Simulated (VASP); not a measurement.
The system is SiC (Moissanite 6H).

```
Si C
1.0
     3.13573    0.00000    0.00000
    -1.56786    2.71562    0.00000
     0.00000    0.00000   15.36963
Si C
6 6
Direct
  0.66667 0.33333 0.45830
  0.33333 0.66667 0.95830
  0.66667 0.33333 0.79170
  0.33333 0.66667 0.29170
  0.00000 0.00000 0.62500
  0.00000 0.00000 0.12500
  0.66667 0.33333 0.33330
  0.33333 0.66667 0.83330
  0.66667 0.33333 0.66670
  0.33333 0.66667 0.16670
  0.00000 0.00000 0.50000
  0.00000 0.00000 0.00000
```

Base run:

```yaml
Program: VASP 6.6.1
Functional: BLYP
Potentials_or_basis: VASP PAW PBE potentials, release 64 (Si, C)
Cutoff: 520 eV
k_mesh: 10 × 10 × 2
Occupations: fermi-dirac, width 0.05 eV
Spin: no spin polarisation
```

Its results: band gap on the k mesh 2.33 eV, indirect (least direct gap 3.41 eV); pressure -2.6 GPa; largest force 0.136 eV/Å.

After a change of settings the same cell gave: band gap on the k mesh 2.03 eV, indirect (least direct gap 3.11 eV); pressure -7.6 GPa; largest force 0.136 eV/Å. Which change was it?
A. dispersion from none to D4
B. functional from BLYP to PBEsol; further incar settings from ALGO = Normal; EDIFF = 1e-07; NBANDS = 36 to ALGO = Normal; EDIFF = 1e-06; NBANDS = 36
C. functional from BLYP to PBEsol; dispersion from none to D4
D. functional from BLYP to PBE

D.

PBE binds more tightly than BLYP, so the same cell stands under less pressure.

Caveats: the PAW data sets were made with another functional, which shifts forces and pressure a little (some runs).
